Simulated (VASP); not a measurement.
# Al2BN3 (Imm2) in VASP: relaxation of cell and atoms with PBE

Aim: the relaxation of cell and atoms of Al2BN3 with PBE.

Program: VASP 6.6.1. These are calculated values, not measurements. Logs are shortened: lines on timing, memory, paths and dates and some standing lists are left out, and cuts for length are marked.

## 1. The cell of the first run

The structure is orthorhombic, space group Imm2 (No. 44). The conventional cell has a = 2.745 Å, b = 8.235 Å, c = 3.882 Å, α = 90.00°, β = 90.00°, γ = 90.00°. Within 2.2 Å of B (site symmetry mm2) lie 4 N at 1.68 Å. Within 2.2 Å of N (site symmetry mm2) lie 2 B at 1.68 Å and 2 Al at 1.68 Å. N (site symmetry m) has 3 Al at 1.68 Å and 1 B at 1.68 Å within 2.2 Å. Within 2.2 Å of Al (site symmetry m) lie 4 N at 1.68 Å.

## 2. Relaxation of cell and atoms, PBE

File INCAR:

```
  PREC = Accurate
  ENCUT = 600
  EDIFF = 1E-7
  ISMEAR = -1
  SIGMA = 0.02
  LREAL = False
  LASPH = True
  NELM = 60
  ALGO = Normal
  ISIF = 3
  LWAVE = False
  LCHARG = False
  GGA = PE
  IBRION = 2
  NSW = 80
  EDIFFG = -0.005
```

File KPOINTS:

```
Automatic mesh
0
Gamma
  10 10 10
```

File POSCAR:

```
Al2BN3
1.0
   -1.3724218863      4.1172656590      1.9408976449
    1.3724218863     -4.1172656590      1.9408976449
    1.3724218863      4.1172656590     -1.9408976449
B N Al
1 3 2
Direct
    0.0000000000      0.0000000000      0.0000000000
    0.7500000000      0.2500000000      0.5000000000
    0.4166666667      0.2500000000      0.1666666667
    0.0833333333      0.2500000000      0.8333333333
    0.6666666667      0.0000000000      0.6666666667
    0.3333333333      0.0000000000      0.3333333333
```

Potentials or basis: VASP PAW PBE potentials, release 64 (B, N, Al).

Run with:

```sh
$ cat potpaw_PBE.64/B/POTCAR potpaw_PBE.64/N/POTCAR potpaw_PBE.64/Al/POTCAR > POTCAR
$ mpirun -np 1 vasp_std > vasp.out
```

OUTCAR:

```text
PREC = Accurate
   ENCUT = 600
   EDIFF = 1E-7
   ISMEAR = -1
   LREAL = False
   LASPH = True
   NELM = 60
   ISIF = 3
   GGA = PE
   IBRION = 2
   NSW = 80
   EDIFFG = -0.005

 ion  position               nearest neighbor table
   1  0.000  0.000  0.000-   2 1.68   2 1.68   3 1.68   4 1.68   6 2.74   5 2.74   5 2.74   6 2.74
                             6 2.74   5 2.74   5 2.74   6 2.74   5 2.74   6 2.74
   2  0.750  0.250  0.500-   1 1.68   1 1.68   6 1.68   5 1.68
   3  0.417  0.250  0.167-   6 1.68   5 1.68   5 1.68   1 1.68
   4  0.083  0.250  0.833-   5 1.68   6 1.68   6 1.68   1 1.68
   5  0.667  0.000  0.667-   4 1.68   3 1.68   3 1.68   2 1.68   6 2.74   6 2.74   6 2.74   6 2.74
                             1 2.74   1 2.74   1 2.74   1 2.74   1 2.74   6 2.74
   6  0.333  0.000  0.333-   3 1.68   4 1.68   4 1.68   2 1.68   5 2.74   5 2.74   5 2.74   5 2.74
                             1 2.74   1 2.74   1 2.74   1 2.74   1 2.74   5 2.74

  LATTYP: Found a body centered orthorhombic cell.
 ALAT       =     2.7448437726
 B/A-ratio  =     1.4142135624
 C/A-ratio  =     3.0000000001

  Lattice vectors:

 A1 = (   1.3724218863,  -4.1172656590,  -1.9408976449)
 A2 = (  -1.3724218863,  -4.1172656590,   1.9408976449)
 A3 = (  -1.3724218863,   4.1172656590,  -1.9408976449)

Analysis of symmetry for initial positions (statically):
=====================================================================
 Subroutine PRICEL returns:
 Original cell was already a primitive cell.

 Routine SETGRP: Setting up the symmetry group for a
 body centered orthorhombic supercell.

 Subroutine GETGRP returns: Found  4 space group operations
 (whereof  4 operations were pure point group operations)
 out of a pool of  8 trial point group operations.

The static configuration has the point symmetry C_2v.

Analysis of symmetry for dynamics (positions and initial velocities):
=====================================================================
 Subroutine PRICEL returns:
 Original cell was already a primitive cell.

 Routine SETGRP: Setting up the symmetry group for a
 body centered orthorhombic supercell.

 Subroutine GETGRP returns: Found  4 space group operations
 (whereof  4 operations were pure point group operations)
 out of a pool of  8 trial point group operations.

The dynamic configuration has the point symmetry C_2v.

 Subroutine INISYM returns: Found  4 space group operations
 (whereof  4 operations are pure point group operations),
 and found     1 'primitive' translations
[... 127 lines left out ...]
   LORBIT       =      0    0 simple, 1 ext, 2 COOP (PROOUT), +10 PAW based schemes
   GGA     = PE    functional components
   LHFCALC =     F    Hartree Fock is set to
   AEXX    =    0.0000 exact exchange contribution
   IVDW    =     0    specifies the selected vdW correction
   LEPSILON=     F    determine dielectric tensor
   LRPA    =     F    only Hartree local field effects (RPA)
 conjugate gradient relaxation of ions
 non-spin polarized calculation
  energy-cutoff  :      600.00
  volume of cell :       43.87
 maximum number of plane-waves:      1527
 NGX is ok and might be reduce to    40
   NGX = 19   NGY = 19   NGZ = 19

--------------------------------------- Ionic step        1  -------------------------------------------

 number of electron      24.0000000 magnetization

 Free energy of the ion-electron system (eV)
  ---------------------------------------------------
  ext. energy  EPLUGINS =         0.00000000
  ---------------------------------------------------
  free energy    TOTEN  =       -41.84722163 eV

  energy without entropy =      -41.84722163  energy(sigma->0) =      -41.84722163

------------------------ aborting loop because EDIFF is reached ----------------------------------------

  FORCE on cell =-STRESS in cart. coord.  units (eV):
  Direction    XX          YY          ZZ          XY          YZ          ZX
  --------------------------------------------------------------------------------------
  -------------------------------------------------------------------------------------
  Total       23.6881811     23.4606603     23.2834766      0.0000000      0.0000000      0.0000000
  in kB      865.1335349    856.8240823    850.3530261      0.0000000      0.0000000      0.0000000
  external PRESSURE =     857.4368811 kB  Pullay stress =       0.0000000 kB
[... 101 lines left out ...]
  FREE ENERGIE OF THE ION-ELECTRON SYSTEM (eV)
  ---------------------------------------------------
  free  energy   TOTEN  =       -45.7122201365 eV

  energy  without entropy=      -45.7122201365  energy(sigma->0) =      -45.71222014

[... ionic steps 4 to 13 ...]

--------------------------------------- Ionic step       14  -------------------------------------------

 number of electron      24.0000000 magnetization

------------------------ aborting loop because EDIFF is reached ----------------------------------------
[... 75 lines left out ...]
--------------------------------------- Ionic step       16  -------------------------------------------

 number of electron      24.0000000 magnetization

 Free energy of the ion-electron system (eV)
  ---------------------------------------------------
  ext. energy  EPLUGINS =         0.00000000
  ---------------------------------------------------
  free energy    TOTEN  =       -45.83772858 eV

  energy without entropy =      -45.83772858  energy(sigma->0) =      -45.83772858

 E-fermi :   7.0087     XC(G=0): -11.3633

 val. band max:        6.5778341414   @ k =   0.0000   0.0000   0.0000
 cond. band min:       9.5738566739   @ k =   0.5000   0.5000   0.5000
 fundamental gap:      2.9960225325
 Fermi energy:         7.0087302683

 k-point     1 :       0.0000    0.0000    0.0000
  band No.  band energies     occupation
      1     -10.0762      2.00000
      2      -6.9434      2.00000
      3      -6.4604      2.00000
      4      -0.4817      2.00000
      5       1.1807      2.00000
      6       1.7297      2.00000
[... 433 lines left out ...]
      3      -6.4232      2.00000
      4      -0.1100      2.00000
      5       1.3071      2.00000
      6       1.9247      2.00000
[... 8 lines left out ...]
     15      13.6968      0.00000
     16      15.1994      0.00000

 [... further k-points ...]

------------------------ aborting loop because EDIFF is reached ----------------------------------------

  FORCE on cell =-STRESS in cart. coord.  units (eV):
  Direction    XX          YY          ZZ          XY          YZ          ZX
  --------------------------------------------------------------------------------------
  -------------------------------------------------------------------------------------
  Total       -0.0038497      0.0020993      0.0007664      0.0000000      0.0000000      0.0000000
  in kB       -0.1143454      0.0623556      0.0227643      0.0000000      0.0000000      0.0000000
  external PRESSURE =      -0.0097418 kB  Pullay stress =       0.0000000 kB
[... 21 lines left out ...]
  FREE ENERGIE OF THE ION-ELECTRON SYSTEM (eV)
  ---------------------------------------------------
  free  energy   TOTEN  =       -45.8377285808 eV

  energy  without entropy=      -45.8377285808  energy(sigma->0) =      -45.83772858

 reached required accuracy - stopping structural energy minimisation
```

CONTCAR:

```text
Al2BN3
   1.00000000000000
    -1.4628259297116033    4.3908058364485925    2.0995152355577602
     1.4628259297116033   -4.3908058364485925    2.0995152355577602
     1.4628259297116033    4.3908058364485925   -2.0995152355577602
  B               N               Al
     1     3     2
Direct
     0.0137020216459202    0.0137020216459202    0.0000000000000000
     0.7949690728787288    0.2949690728787289    0.5000000000000000
     0.3711417062465967    0.2215548014830951    0.1495869047635016
     0.0719678967195935    0.2215548014830951    0.8504130952364984
     0.6619187498415320    0.9991096512545804    0.6628090985869514
     0.3363005526676288    0.9991096512545804    0.3371909014130485

  0.00000000E+00  0.00000000E+00  0.00000000E+00
  0.00000000E+00  0.00000000E+00  0.00000000E+00
  0.00000000E+00  0.00000000E+00  0.00000000E+00
  0.00000000E+00  0.00000000E+00  0.00000000E+00
  0.00000000E+00  0.00000000E+00  0.00000000E+00
  0.00000000E+00  0.00000000E+00  0.00000000E+00
```

It took 28 min on 1 thread of Intel Xeon Platinum 8488C (Sapphire Rapids), shared host; peak memory 0.37 GiB.

What came out:

| Property | Result |
| --- | --- |
| Free energy | -45.8377 eV |
| Relaxed volume | 8.99 Å³/atom |
| Relaxed cell | a = 5.082 Å, b = 5.082 Å, c = 5.082 Å, α = 146.54°, β = 60.47°, γ = 131.20° |
| Space group after relaxing (to 0.1 Å) | Imm2 (No. 44) |
| Energy gained by relaxing | 665.1 meV/atom |
| Ionic steps | 16 |
| Pressure after relaxing | 0.0 GPa |
| Band gap on the k mesh | 3.00 eV (least direct gap 3.22 eV) |

Forces in eV/Å, atoms in the order of the input:
```
B    0.000  0.000 -0.001
N    0.000  0.000  0.002
N    0.000 -0.002  0.000
N    0.000  0.002  0.000
Al   0.000  0.000 -0.001
Al   0.000  0.000 -0.001
```

The path:
| step | energy change (eV) | largest force (eV/Å) | pressure (GPa) | volume (Å³) |
| --- | --- | --- | --- | --- |
| 1 | 0.0000 | 7.7564 | 85.74 | 43.87 |
| 2 | 0.1923 | 3.8428 | -37.08 | 73.70 |
| 3 | -3.8650 | 1.3854 | -7.21 | 55.63 |
| 4 | -3.8939 | 1.3295 | -3.73 | 54.75 |
| 5 | -3.8975 | 1.2999 | -1.76 | 54.29 |
| 6 | -3.9834 | 0.3282 | 0.54 | 53.90 |
| 7 | -3.9864 | 0.1622 | 0.08 | 53.96 |
| 8 | -3.9902 | 0.0471 | -0.10 | 53.97 |
| 9 | -3.9902 | 0.0336 | -0.12 | 53.97 |
| 10 | -3.9905 | 0.0208 | 0.05 | 53.93 |
| 11 | -3.9905 | 0.0190 | 0.04 | 53.93 |
| 12 | -3.9905 | 0.0092 | 0.01 | 53.94 |
| 13 | -3.9905 | 0.0083 | -0.01 | 53.94 |
| 14 | -3.9905 | 0.0087 | 0.00 | 53.94 |
| 15 | -3.9905 | 0.0088 | 0.00 | 53.94 |
| 16 | -3.9905 | 0.0022 | 0.00 | 53.94 |

Final structure:
```
B N Al
1.0
    -1.46283    4.39081    2.09952
     1.46283   -4.39081    2.09952
     1.46283    4.39081   -2.09952
B N Al
1 3 2
Direct
  0.01370 0.01370 0.00000
  0.79497 0.29497 0.50000
  0.37114 0.22155 0.14959
  0.07197 0.22155 0.85041
  0.66192 0.99911 0.66281
  0.33630 0.99911 0.33719
```

Levels at points of the mesh, in eV from the valence-band top:
| k point | band 9 | band 10 | band 11 | band 12 | band 13 | band 14 | band 15 | band 16 |
| --- | --- | --- | --- | --- | --- | --- | --- | --- |
| (0.00, 0.00, 0.00) | -1.08 | -0.43 | -0.21 | 0.00 | 4.45 | 5.91 | 6.05 | 8.38 |
| (0.50, 0.00, 0.00) | -1.62 | -0.76 | -0.68 | -0.56 | 5.72 | 6.24 | 7.51 | 9.04 |
| (0.00, 0.50, 0.00) | -2.79 | -2.23 | -0.95 | -0.88 | 5.76 | 6.65 | 7.96 | 8.47 |
| (0.50, 0.50, 0.00) | -3.29 | -3.07 | -1.64 | -1.40 | 3.09 | 5.89 | 7.07 | 8.21 |
| (0.50, 0.50, 0.50) | -1.61 | -1.28 | -0.28 | -0.23 | 3.00 | 6.89 | 7.08 | 7.22 |

Caveat: the volume moved by over 15 % at a fixed basis, so the end points are rough. A k mesh can miss the band edges.
